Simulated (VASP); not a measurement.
The system is BiB.

```
CELL_PARAMETERS angstrom
3.02481 0.00000 0.00000
0.00000 3.02481 0.00000
0.00000 0.00000 3.02481
ATOMIC_POSITIONS crystal
B 0.00000 0.00000 0.00000
Bi 0.50000 0.50000 0.50000
```

```yaml
Program: VASP 6.6.1
Task: relaxation of cell and atoms
Functional: PBEsol
Potentials_or_basis: VASP PAW PBE potentials, release 64 (B, Bi_d)
Cutoff: 600 eV
k_mesh: 8 × 8 × 8
Occupations: fermi-dirac, width 0.03 eV
Spin: no spin polarisation
```

At the start: pressure 41.0 GPa; volume 13.84 Å³/atom.

Problem. Where does the relaxation end?

Solution. Over 6 steps the energy falls by 448.1 meV/atom and the volume is 18.39 Å³/atom (+32.9 %); space group Pm-3m (No. 221, to 0.1 Å) before and after.

Step by step:
```csv
step,energy change (eV),largest force (eV/Å),pressure (GPa),volume (Å³)
1,0.0000,0.0000,41.03,27.68
2,-0.6187,0.0000,-9.92,44.43
3,-0.8963,0.0000,0.16,36.70
4,-0.8962,0.0000,-0.27,36.90
5,-0.8963,0.0000,0.10,36.75
6,-0.8963,0.0000,-0.02,36.78
```

Final structure:
```
B Bi
1.0
     3.32570    0.00000    0.00000
     0.00000    3.32570    0.00000
     0.00000    0.00000    3.32570
B Bi
1 1
Direct
  0.00000 0.00000 0.00000
  0.50000 0.50000 0.50000
```

Caveat: the volume moved by over 15 % at a fixed basis, so the end points are rough; the highest band is partly filled, so the run has too few bands; the PAW data sets were made with another functional, which shifts forces and pressure a little.
